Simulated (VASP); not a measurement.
Wanted: the native input for a VASP 6.6.1 run.

```yaml
Task: single point
Functional: PBEsol
Potentials_or_basis: VASP PAW PBE potentials, release 64 (Pt)
Cutoff: 520 eV
k_mesh: 24 × 24 × 24
Occupations: gaussian, width 0.15 eV
Spin: no spin polarisation
Dipole_correction: no
Further_INCAR_settings: ALGO = Fast; EDIFF = 1e-06; NBANDS = 11
```

The structure of Pt lies in POSCAR:

```
Pt
1.0
   -0.6190259023      1.7023212313      1.7023212313
    1.7023212313     -0.6190259023      1.7023212313
    1.7023212313      1.7023212313     -0.6190259023
Pt
1
Direct
    0.0000000000      0.0000000000      0.0000000000
```

This cell differs from its parent crystal: ratio of the length along [111] to the lengths across it x 0.6, volume and fractional coordinates fixed.

The input as run:

INCAR

```
PREC = Accurate ; ENCUT = 520
EDIFF = 1E-6 ; ISMEAR = 0
SIGMA = 0.15 ; LREAL = False
LASPH = True ; NELM = 100
ALGO = Fast ; ISIF = 2
LWAVE = False ; LCHARG = False
GGA = PS ; NBANDS = 11
```

KPOINTS

```
regular mesh
0
Gamma
  24 24 24
```

Potentials or basis: VASP PAW PBE potentials, release 64 (Pt).

The run is started by

```sh
$ cat potpaw_PBE.64/Pt/POTCAR > POTCAR
$ mpirun -np 1 vasp_std > vasp.out
```

It gave:

| Item | Value |
| --- | --- |
| Pressure | 40.6 GPa |
| Band gap on the k mesh | zero (bands 5 and 6 overlap by 4.72 eV) |

Caveat: the cell stands under pressure; the PAW data sets were made with another functional, which shifts forces and pressure a little; spin-orbit coupling is left out, which moves the levels of the heavy elements.

Wall time 3.9 min on 1 thread of Intel Xeon 8259CL, on a shared host, peak memory 0.31 GiB.
